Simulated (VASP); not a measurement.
# As (Fd-3m) in VASP: a series of runs

As is run at these levels: RPBE; tasks: single point, relaxation of cell and atoms.

Program: VASP 6.6.1. These are calculated values, not measurements. Logs are shortened: lines on timing, memory, paths and dates and some standing lists are left out, and cuts for length are marked.

## (1) The cell of the first run

Symmetry: Fd-3m, No. 227, cubic system. The conventional cell has a = 6.265 Å, b = 6.265 Å, c = 6.265 Å, α = 90.00°, β = 90.00°, γ = 90.00°. As (site symmetry -43m) has 4 As at 2.71 Å within 3.6 Å.

## (2) Single point, RPBE (volume scaled by 1.04)

File INCAR:

```
SYSTEM = As
PREC = Accurate
ENCUT = 520
EDIFF = 1E-6
ISMEAR = -1
SIGMA = 0.1
LREAL = .False.
LASPH = .True.
NELM = 60
ALGO = Normal
ISIF = 2
LWAVE = .False.
LCHARG = .False.
GGA = RP
NBANDS = 12
```

File KPOINTS:

```
Automatic mesh
0
Gamma
  10 10 10
  0 0 0
```

File POSCAR:

```
As
1.0
    0.0000000000      3.1324784745      3.1324784745
    3.1324784745      0.0000000000      3.1324784745
    3.1324784745      3.1324784745      0.0000000000
As
2
Direct
    0.1250000000      0.1250000000      0.1250000000
    0.8750000000      0.8750000000      0.8750000000
```

Potentials or basis: VASP PAW PBE potentials, release 64 (As).

The run is started by

```bash
$ cat potpaw_PBE.64/As/POTCAR > POTCAR
$ mpirun -np 1 vasp_std > vasp.out
```

OUTCAR:

```text
SYSTEM = As
   PREC = Accurate
   ENCUT = 520
   EDIFF = 1E-6
   ISMEAR = -1
   LREAL = .False.
   LASPH = .True.
   NELM = 60
   ISIF = 2
   GGA = RP

 ion  position               nearest neighbor table
   1  0.125  0.125  0.125-   2 2.71   2 2.71   2 2.71   2 2.71
   2  0.875  0.875  0.875-   1 2.71   1 2.71   1 2.71   1 2.71

  LATTYP: Found a face centered cubic cell.
 ALAT       =     6.2649569490

  Lattice vectors:

 A1 = (   0.0000000000,   3.1324784745,   3.1324784745)
 A2 = (   3.1324784745,   0.0000000000,   3.1324784745)
 A3 = (   3.1324784745,   3.1324784745,   0.0000000000)

Analysis of symmetry for initial positions (statically):
=====================================================================
 Subroutine PRICEL returns:
 Original cell was already a primitive cell.

 Routine SETGRP: Setting up the symmetry group for a
 face centered cubic supercell.

 Subroutine GETGRP returns: Found 48 space group operations
 (whereof 12 operations were pure point group operations)
 out of a pool of 48 trial point group operations.

The static configuration has the point symmetry D_3d.
 The point group associated with its full space group is O_h .

Analysis of symmetry for dynamics (positions and initial velocities):
=====================================================================
 Subroutine PRICEL returns:
 Original cell was already a primitive cell.

 Routine SETGRP: Setting up the symmetry group for a
 face centered cubic supercell.

 Subroutine GETGRP returns: Found 48 space group operations
 (whereof 12 operations were pure point group operations)
 out of a pool of 48 trial point group operations.

The dynamic configuration has the point symmetry D_3d.
 The point group associated with its full space group is O_h .

 Subroutine INISYM returns: Found 48 space group operations
 (whereof 12 operations are pure point group operations),
 and found     1 'primitive' translations

----------------------------------------------------------------------------------------

                                     Primitive cell

  volume of cell :      61.4744

  direct lattice vectors                    reciprocal lattice vectors
     0.000000000  3.132478475  3.132478475    -0.159618016  0.159618016  0.159618016
     3.132478475  0.000000000  3.132478475     0.159618016 -0.159618016  0.159618016
     3.132478475  3.132478475  0.000000000     0.159618016  0.159618016 -0.159618016

  length of vectors
     4.429993542  4.429993542  4.429993542     0.276466514  0.276466514  0.276466514

  position of ions in fractional coordinates (direct lattice)
     0.125000000  0.125000000  0.125000000
     0.875000000  0.875000000  0.875000000

  ion indices of the primitive-cell ions
   primitive index   ion index
                 1           1
                 2           2

----------------------------------------------------------------------------------------

 KPOINTS: Automatic mesh

Automatic generation of k-mesh.
 Grid dimensions read from file:
 generate k-points for:   10   10   10

 Generating k-lattice:

  Cartesian coordinates                     Fractional coordinates (reciprocal lattice)
    -0.015961802  0.015961802  0.015961802     0.100000000  0.000000000  0.000000000
     0.015961802 -0.015961802  0.015961802     0.000000000  0.100000000  0.000000000
     0.015961802  0.015961802 -0.015961802     0.000000000  0.000000000  0.100000000

  Length of vectors
     0.027646651  0.027646651  0.027646651

  Shift w.r.t. Gamma in fractional coordinates (k-lattice)
     0.000000000  0.000000000  0.000000000

 Subroutine IBZKPT returns following result:
 ===========================================

 Found     47 irreducible k-points:

 Following reciprocal coordinates:
            Coordinates               Weight
  0.000000  0.000000  0.000000      1.000000
  0.100000  0.000000  0.000000      8.000000
  0.200000  0.000000  0.000000      8.000000
  0.300000  0.000000  0.000000      8.000000
  0.400000  0.000000  0.000000      8.000000
  0.500000  0.000000  0.000000      4.000000
[... 16 lines left out ...]
  0.300000  0.300000  0.000000      6.000000
  0.400000  0.300000  0.000000     24.000000
 [... further k-points ...]
   k-points           NKPTS =     47   k-points in BZ     NKDIM =     47   number of bands    NBANDS=     12
   number of dos      NEDOS =    301   number of ions     NIONS =      2
   total plane-waves  NPLWV =  46656
   dimension x,y,z NGX =    36 NGY =   36 NGZ =   36
   dimension x,y,z NGXF=    72 NGYF=   72 NGZF=   72
   ions per type =               2
   NGX,Y,Z   is equivalent  to a cutoff of  13.51, 13.51, 13.51 a.u.
   NGXF,Y,Z  is equivalent  to a cutoff of  27.02, 27.02, 27.02 a.u.
 SYSTEM =  As
   PREC   = accura    normal or accurate (medium, high low for compatibility)
   ISTART =      0    job   : 0-new  1-cont  2-samecut
   ICHARG =      2    charge: 1-file 2-atom 10-const
   ISPIN  =      1    spin polarized calculation?
   LNONCOLLINEAR =      F non collinear calculations
   LSORBIT =      F    spin-orbit coupling
   LASPH  =      T    aspherical Exc in radial PAW
   ENCUT  =  520.0 eV  38.22 Ry    6.18 a.u.   8.24  8.24  8.24*2*pi/ulx,y,z
   NELM   =     60;   NELMIN=  2; NELMDL= -5     # of ELM steps
   EDIFF  = 0.1E-05   stopping-criterion for ELM
   LREAL  =      F    real-space projection
   EDIFFG = 0.1E-04   stopping-criterion for IOM
   NSW    =      0    number of steps for IOM
   IBRION =     -1    ionic relax: 0-MD 1-quasi-New 2-CG
   NFREE  =      0    steps in history (QN), initial steepest desc. (CG)
   ISIF   =      2    stress and relaxation
   ISYM   =      2    0-nonsym 1-usesym 2-fastsym
   POTIM  = 0.5000    time-step for ionic-motion
   TEBEG  =    0.0;   TEEND  =   0.0 temperature during run
   PSTRESS=    0.0 pullay stress
   NELECT =      10.0000    total number of electrons
   NUPDOWN=      -1.0000    fix difference up-down
   EMIN   =  10.00;   EMAX   =-10.00  energy-range for DOS
   EFERMI =   0.00;   METHOD = LEGACY
   ISMEAR =    -1;   SIGMA  =   0.10  broadening in eV -4-tet -1-fermi 0-gaus
   EFERMI_NEDOS =   21; number of points for ismear=-14 and -15
   IALGO  =     38    algorithm
   IMIX   =      4    mixing-type and parameters
     AMIX     =   0.40;   BMIX     =  1.00
     AMIX_MAG =   1.60;   BMIX_MAG =  1.00
  volume/ion in A,a.u.               =      30.74       207.42
  Fermi-wavevector in a.u.,A,eV,Ry     =   0.893669  1.688790 10.866217  0.798644
  Thomas-Fermi vector in A             =   2.015776
   LORBIT       =      0    0 simple, 1 ext, 2 COOP (PROOUT), +10 PAW based schemes
   GGA     = RP    functional components
   LHFCALC =     F    Hartree Fock is set to
   AEXX    =    0.0000 exact exchange contribution
   IVDW    =     0    specifies the selected vdW correction
   LEPSILON=     F    determine dielectric tensor
   LRPA    =     F    only Hartree local field effects (RPA)
 non-spin polarized calculation
  energy-cutoff  :      520.00
  volume of cell :       61.47
 maximum number of plane-waves:      1676
 NGX is ok and might be reduce to    36
   NGX = 17   NGY = 17   NGZ = 17

 number of electron      10.0000000 magnetization

 number of electron       9.9999999 magnetization

 Free energy of the ion-electron system (eV)
  ---------------------------------------------------
  ext. energy  EPLUGINS =         0.00000000
  ---------------------------------------------------
  free energy    TOTEN  =        -8.06675851 eV

  energy without entropy =       -8.02958538  energy(sigma->0) =       -8.04817195

 E-fermi :   2.4479     XC(G=0):  -8.0937

 val. band max:        2.4457493304   @ k =   0.2000   0.2000   0.0000
 cond. band min:       2.5426921214   @ k =   0.3000   0.2000   0.0000
 fundamental gap:      0.0969427910
 Fermi energy:         2.4478506273

 k-point     1 :       0.0000    0.0000    0.0000
  band No.  band energies     occupation
      1     -10.6960      2.00000
      2      -3.9077      2.00000
      3       0.5046      2.00000
      4       0.5046      2.00000
      5       0.5046      2.00000
      6       3.1380      0.00201
      7       3.1380      0.00201
      8       3.1380      0.00201
      9       7.4959      0.00000
     10      10.3004      0.00000
     11      10.3004      0.00000
     12      12.1537      0.00000

 k-point     2 :       0.1000    0.0000    0.0000
  band No.  band energies     occupation
      1     -10.6172      2.00000
      2      -4.2106      2.00000
      3       0.3877      2.00000
      4       0.3877      2.00000
      5       0.5046      2.00000
      6       3.3103      0.00036
      7       3.3103      0.00036
      8       3.3253      0.00031
      9       7.8847      0.00000
     10       9.9720      0.00000
     11       9.9720      0.00000
     12      11.8223      0.00000

 k-point     3 :       0.2000    0.0000    0.0000
  band No.  band energies     occupation
      1     -10.3889      2.00000
      2      -4.9366      2.00000
      3       0.1346      2.00000
      4       0.1346      2.00000
      5       0.3822      2.00000
      6       3.6903      0.00001
      7       3.6903      0.00001
      8       3.9868      0.00000
      9       8.7262      0.00000
     10       9.6439      0.00000
     11       9.6439      0.00000
     12      11.4528      0.00000
[... 286 lines left out ...]
 k-point    23 :       0.3000    0.3000    0.0000
  band No.  band energies     occupation
      1      -9.7666      2.00000
      2      -6.2320      2.00000
      3      -0.8584      2.00000
      4      -0.8584      2.00000
      5       2.0755      1.95283
      6       2.0799      1.95076
      7       5.6278      0.00000
      8       5.6278      0.00000
      9       7.9459      0.00000
     10      10.6608      0.00000
     11      11.5752      0.00000
     12      14.2591      0.00000

 k-point    24 :       0.4000    0.3000    0.0000
  band No.  band energies     occupation
      1      -9.4122      2.00000
      2      -6.8035      2.00000
      3      -1.1928      2.00000
      4      -1.0071      2.00000
      5       2.0365      1.96784
      6       2.3905      1.27894
      7       5.9509      0.00000
      8       6.0214      0.00000
      9       8.4426      0.00000
     10      10.7376      0.00000
     11      11.9877      0.00000
     12      13.5031      0.00000

 [... further k-points ...]
[... 5 lines left out ...]
  --------------------------------------------------------------------------------------
  -------------------------------------------------------------------------------------
  Total       -0.6298476     -0.6298476     -0.6298476     -0.0000000      0.0000000     -0.0000000
  in kB      -16.4154121    -16.4154121    -16.4154121     -0.0000000      0.0000000     -0.0000000
  external PRESSURE =     -16.4154121 kB  Pullay stress =       0.0000000 kB

 VOLUME and BASIS-vectors are now :
 -----------------------------------------------------------------------------
  energy-cutoff  :      520.00
  volume of cell :       61.47
      direct lattice vectors                 reciprocal lattice vectors
     0.000000000  3.132478475  3.132478475    -0.159618016  0.159618016  0.159618016
     3.132478475  0.000000000  3.132478475     0.159618016 -0.159618016  0.159618016
     3.132478475  3.132478475  0.000000000     0.159618016  0.159618016 -0.159618016

 POSITION                                       TOTAL-FORCE (eV/Angst)
 -----------------------------------------------------------------------------------
      0.78312      0.78312      0.78312        -0.000000     -0.000000     -0.000000
      5.48184      5.48184      5.48184         0.000000      0.000000      0.000000
 -----------------------------------------------------------------------------------
    total drift:                                0.000000      0.000000      0.000000

  FREE ENERGIE OF THE ION-ELECTRON SYSTEM (eV)
  ---------------------------------------------------
  free  energy   TOTEN  =        -8.0667585143 eV

  energy  without entropy=       -8.0295853775  energy(sigma->0) =       -8.04817195
```

Run time: 45 s. Hardware: 1 thread of Intel Xeon 6975P-C, shared host; peak memory 0.21 GiB.

Results:

```
Free energy            : -8.0668 eV
Pressure               : -1.6 GPa
Band gap on the k mesh : zero (band 5 reaches 3.14 eV, above the bottom of band 6 at 1.97 eV)
```

Caveat: the cell differs from its parent crystal (volume scaled by 1.04); the PAW data sets were made with another functional, which shifts forces and pressure a little.

## (3) Single point, RPBE (volume scaled by 1.08)

File INCAR:

```
PREC = Accurate
ENCUT = 520
EDIFF = 1E-6
ISMEAR = -1
SIGMA = 0.1
LREAL = False
LASPH = True
NELM = 60
ALGO = Normal
ISIF = 2
LWAVE = False
LCHARG = True
GGA = RP
LELF = True
LVHAR = True
NBANDS = 12
```

File KPOINTS:

```
Automatic mesh
0
Gamma
  10 10 10
```

File POSCAR:

```
As
1.0
    0.0000000000      3.1721343106      3.1721343106
    3.1721343106      0.0000000000      3.1721343106
    3.1721343106      3.1721343106      0.0000000000
As
2
Direct
    0.1250000000      0.1250000000      0.1250000000
    0.8750000000      0.8750000000      0.8750000000
```

Potentials or basis: VASP PAW PBE potentials, release 64 (As).

The run is started by

```bash
$ cat potpaw_PBE.64/As/POTCAR > POTCAR
$ mpirun -np 1 vasp_std > vasp.out
```

Wall time 48 s (1 thread of Intel Xeon 6975P-C, shared host); peak memory 0.21 GiB.

It converged, with:

| Property | Result |
| --- | --- |
| Free energy | -8.0329 eV |
| Pressure | -2.9 GPa |
| Band gap on the k mesh | zero (band 5 reaches 2.80 eV, above the bottom of band 6 at 1.73 eV) |

Levels at points of the mesh, in eV from the Fermi level:
| k point | band 2 | band 3 | band 4 | band 5 | band 6 | band 7 | band 8 | band 9 |
| --- | --- | --- | --- | --- | --- | --- | --- | --- |
| (0.00, 0.00, 0.00) | -6.54 | -1.87 | -1.87 | -1.87 | 0.71 | 0.71 | 0.71 | 5.04 |
| (0.50, 0.00, 0.00) | -9.21 | -2.68 | -2.68 | -2.51 | 1.85 | 1.85 | 4.11 | 7.17 |
| (0.50, 0.50, 0.00) | -10.57 | -3.59 | -3.59 | -0.44 | -0.44 | 4.40 | 4.40 | 7.17 |

Caveat: the cell differs from its parent crystal (volume scaled by 1.08); the PAW data sets were made with another functional, which shifts forces and pressure a little.

## (4) Single point, RPBE (volume scaled by 1.12)

File INCAR:

```
PREC = Accurate
ENCUT = 520
EDIFF = 1E-6
ISMEAR = -1
SIGMA = 0.1
LREAL = F
LASPH = T
NELM = 80
ALGO = Normal
ISIF = 2
LWAVE = F
LCHARG = T
GGA = RP
LELF = T
LVHAR = T
NBANDS = 12
```

KPOINTS is that of step 3.

File POSCAR:

```
As
1.0
    0.0000000000      3.2108226883      3.2108226883
    3.2108226883      0.0000000000      3.2108226883
    3.2108226883      3.2108226883      0.0000000000
As
2
Direct
    0.1250000000      0.1250000000      0.1250000000
    0.8750000000      0.8750000000      0.8750000000
```

The run is started by

```bash
$ cat potpaw_PBE.64/As/POTCAR > POTCAR
$ mpirun -np 1 vasp_std > vasp.out
```

Wall time 50 s (1 thread of Intel Xeon 6975P-C, shared host); peak memory 0.21 GiB.

It converged, with:

```
Free energy            : -7.9822 eV
Pressure               : -3.9 GPa
Band gap on the k mesh : zero (band 5 reaches 2.48 eV, above the bottom of band 6 at 1.50 eV)
```

Levels at points of the mesh, in eV from the Fermi level:
```
           k point  band 3  band 4  band 5  band 6  band 7  band 8
(0.00, 0.00, 0.00)   -1.80   -1.80   -1.80    0.72    0.72    0.72
(0.50, 0.00, 0.00)   -2.58   -2.58   -2.46    1.83    1.83    3.90
(0.50, 0.50, 0.00)   -3.44   -3.44   -0.40   -0.40    4.21    4.21
```

Caveat: the cell differs from its parent crystal (volume scaled by 1.12); the PAW data sets were made with another functional, which shifts forces and pressure a little.

## (5) Relaxation of cell and atoms, RPBE

This run uses another cell than the first one, of 24.71 Å³/atom, 0.804 times its volume.

File INCAR:

```
SYSTEM = As
  PREC = Accurate
  ENCUT = 600
  EDIFF = 1E-6
  ISMEAR = -1
  SIGMA = 0.1
  LREAL = .FALSE.
  LASPH = .TRUE.
  NELM = 60
  ALGO = Normal
  ISIF = 3
  LWAVE = .FALSE.
  LCHARG = .FALSE.
  GGA = RP
  IBRION = 2
  NSW = 80
  EDIFFG = -0.01
```

File KPOINTS:

```
regular mesh
0
G
  9 9 9
  0 0 0
```

File POSCAR:

```
As
1.0
    0.0000000000      2.9125201240      2.9125201240
    2.9125201240      0.0000000000      2.9125201240
    2.9125201240      2.9125201240      0.0000000000
As
2
Direct
    0.1250000000      0.1250000000      0.1250000000
    0.8750000000      0.8750000000      0.8750000000
```

The run is started by

```bash
$ cat potpaw_PBE.64/As/POTCAR > POTCAR
$ mpirun -np 1 vasp_std > vasp.out
```

It took 95 s on 1 thread of Intel Xeon 6975P-C, shared host; peak memory 0.21 GiB.

The run converged. Its results:

```yaml
Free_energy: -8.0719 eV
Relaxed_volume: 29.59 Å³/atom
Relaxed_cell: a = 4.374 Å, b = 4.374 Å, c = 4.374 Å, α = 60.00°, β = 60.00°, γ = 60.00°
Space_group_after_relaxing_to_0.05_Å: Fd-3m (No. 227)
Energy_gained_by_relaxing: 140.9 meV/atom
Ionic_steps: 5
Pressure_after_relaxing: 0.0 GPa
Band_gap_on_the_k_mesh: zero (band 5 reaches 3.29 eV, above the bottom of band 6 at 2.33 eV)
```

Step by step:
```tsv
step	energy change (eV)	largest force (eV/Å)	pressure (GPa)	volume (Å³)
1	0.0000	0.0000	10.60	49.41
2	-0.2648	0.0000	-1.83	62.05
3	-0.2817	0.0000	0.07	59.10
4	-0.2817	0.0000	-0.08	59.31
5	-0.2818	0.0000	0.01	59.19
```

Final structure:
```xyz
2
Lattice="0.0000 3.0932 3.0932 3.0932 0.0000 3.0932 3.0932 3.0932 0.0000" Properties=species:S:1:pos:R:3 pbc="T T T"
As    0.7733    0.7733    0.7733
As    5.4131    5.4131    5.4131
```

Levels at points of the mesh, in eV from the Fermi level:
```csv
k point,band 1,band 2,band 3,band 4,band 5,band 6,band 7,band 8,band 9
"(0.00, 0.00, 0.00)",-13.39,-6.17,-2.02,-2.02,-2.02,0.67,0.67,0.67,5.06
```

Caveat: the volume moved by over 15 % at a fixed basis, so the end points are rough; the PAW data sets were made with another functional, which shifts forces and pressure a little.

## (6) Single point, RPBE

This run uses another cell than the first one, of 29.55 Å³/atom, 0.962 times its volume.

File INCAR:

```
SYSTEM = As
  ALGO = Normal
  EDIFF = 1E-6
  ENCUT = 520
  GGA = RP
  ISIF = 2
  ISMEAR = -1
  LASPH = .TRUE.
  LCHARG = .TRUE.
  LELF = .TRUE.
  LREAL = .FALSE.
  LVHAR = .TRUE.
  LWAVE = .FALSE.
  NBANDS = 12
  NELM = 80
  PREC = Accurate
  SIGMA = 0.1
```

File KPOINTS:

```
k-points
0
G
  15 15 15
  0 0 0
```

File POSCAR:

```
As
1.0
    0.0000000000      3.0917923307      3.0917923307
    3.0917923307      0.0000000000      3.0917923307
    3.0917923307      3.0917923307      0.0000000000
As
2
Direct
    0.1250000000      0.1250000000      0.1250000000
    0.8750000000      0.8750000000      0.8750000000
```

Potentials or basis: VASP PAW PBE potentials, release 64 (As).

The run is started by

```bash
$ cat potpaw_PBE.64/As/POTCAR > POTCAR
$ mpirun -np 1 vasp_std > vasp.out
```

It took 1.7 min on 1 thread of Intel Xeon 6975P-C, shared host; peak memory 0.24 GiB.

The run converged. Its results:

```
Free energy            : -8.0809 eV
Pressure               : -0.1 GPa
Band gap on the k mesh : zero (band 5 reaches 3.39 eV, above the bottom of band 6 at 2.29 eV)
```

Levels at points of the mesh, in eV from the Fermi level:
| k point | band 2 | band 3 | band 4 | band 5 | band 6 | band 7 | band 8 | band 9 |
| --- | --- | --- | --- | --- | --- | --- | --- | --- |
| (0.00, 0.00, 0.00) | -6.20 | -2.07 | -2.07 | -2.07 | 0.62 | 0.62 | 0.62 | 5.01 |

Caveat: the PAW data sets were made with another functional, which shifts forces and pressure a little.

## (7) Summary

| task | cell | k mesh | cutoff (eV) | gap on the mesh (eV) | pressure (GPa) |
| --- | --- | --- | --- | --- | --- |
| single point | a = 4.430 Å, angles 60.0°, 2 atoms | 10 × 10 × 10 | 520 | none | -1.6 |
| single point | a = 4.486 Å, angles 60.0°, 2 atoms | 10 × 10 × 10 | 520 | none | -2.9 |
| single point | a = 4.541 Å, angles 60.0°, 2 atoms | 10 × 10 × 10 | 520 | none | -3.9 |
| relaxation of cell and atoms | relaxed from a = 4.119 Å, angles 60.0°, 2 atoms | 9 × 9 × 9 | 600 | none | 0.0 |
| single point | a = 4.372 Å, angles 60.0°, 2 atoms | 15 × 15 × 15 | 520 | none | -0.1 |

Alike in all rows: level RPBE; potentials or basis VASP PAW PBE potentials, release 64 (As); no spin polarisation; smearing fermi-dirac 0.1 eV.

Caveats: the PAW data sets were made with another functional, which shifts forces and pressure a little; the volume moved by over 15 % at a fixed basis, so the end points are rough (some runs).

Absolute energies hang on the potentials; compare differences alone.
